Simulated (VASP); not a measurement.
# ZrAl2: single point with PBE

The system is ZrAl2.

```
CELL_PARAMETERS angstrom
7.70164 0.16897 -0.13185
0.16897 7.76664 0.18148
-0.13185 0.18148 7.70432
ATOMIC_POSITIONS crystal
Al 0.41723 0.25317 0.08266
Al 0.12376 0.15630 0.36670
Al 0.75954 0.24770 0.16768
Al 0.44304 0.82979 0.62418
Al 0.66132 0.37912 0.82525
Al 0.95421 0.99364 0.06859
Al 0.63619 0.79451 0.35201
Al 0.90157 0.47668 0.36576
Al 0.23068 0.51578 0.22704
Al 0.72549 0.08184 0.63218
Al 0.98987 0.32187 0.65598
Al 0.18102 0.61866 0.54755
Al 0.09994 0.28291 0.98791
Al 0.49577 0.11286 0.37982
Al 0.96505 0.85407 0.38948
Al 0.57764 0.60069 0.09491
Zr 0.08740 0.93711 0.73219
Zr 0.80934 0.68330 0.67427
Zr 0.52998 0.44599 0.45974
Zr 0.35877 0.18932 0.72870
Zr 0.29048 0.86702 0.19240
Zr 0.29563 0.56118 0.86429
Zr 0.61291 0.94922 0.97020
Zr 0.92546 0.62251 0.03063
```

```json
{
 "Program": "VASP 6.6.1",
 "Task": "single point",
 "Functional": "PBE",
 "Potentials or basis": "VASP PAW PBE potentials, release 64 (Al, Zr_sv)",
 "Cutoff": "520 eV",
 "k mesh": "1 × 1 × 1, shifted",
 "Occupations": "fermi-dirac, width 0.05 eV",
 "Spin": "no spin polarisation",
 "Dipole correction": "no",
 "Further INCAR settings": "LREAL = Auto; ALGO = Normal; EDIFF = 1e-06; NBANDS = 90; ISYM = 0"
}
```

```yaml
Pressure: 0.6 GPa
Largest_force: 1.076 eV/Å
Band_gap_on_the_k_mesh: 0.14 eV
```

Forces in eV/Å, atoms in the order of the input:
```
Al   0.632  0.317 -0.024
Al   0.077  0.280  0.269
Al   0.102  0.488  0.292
Al  -0.016  0.024  0.352
Al  -0.175 -0.203  0.551
Al   0.204 -0.263  0.315
Al   0.008 -0.345 -0.573
Al  -0.205  0.268 -0.053
Al   0.013 -0.576  0.028
Al   0.367 -0.233  0.218
Al   0.149  0.079  0.443
Al   0.020 -0.212 -0.958
Al  -0.672 -0.212 -0.037
Al  -0.572 -0.837 -0.361
Al   0.036  0.120 -0.437
Al  -0.689 -0.321  0.174
Zr  -0.185  0.120 -0.011
Zr   0.273 -0.009 -0.039
Zr  -0.046  0.766  0.246
Zr   0.298  0.512 -0.199
Zr   0.467  0.299  0.213
Zr   0.262 -0.021  0.413
Zr  -0.571 -0.317 -0.343
Zr   0.222  0.276 -0.479
```

Stress tensor (GPa, compression positive):
```
 1.91  2.10  3.13
 2.10 -1.94 -1.48
 3.13 -1.48  1.93
```

Levels at points of the mesh, in eV from the valence-band top:
```csv
k point,band 68,band 69,band 70,band 71,band 72,band 73,band 74,band 75,band 76,band 77
"(0.25, 0.25, 0.25)",-0.61,-0.42,-0.33,-0.17,0.00,0.14,0.30,0.46,0.56,0.74
```

Wall time 92 s on 1 thread of Intel(R) Xeon(R) Platinum 8488C (Sapphire Rapids) (shared host), peak memory 0.46 GiB.

Caveat: the k points lie up to 0.82 Å⁻¹ apart.
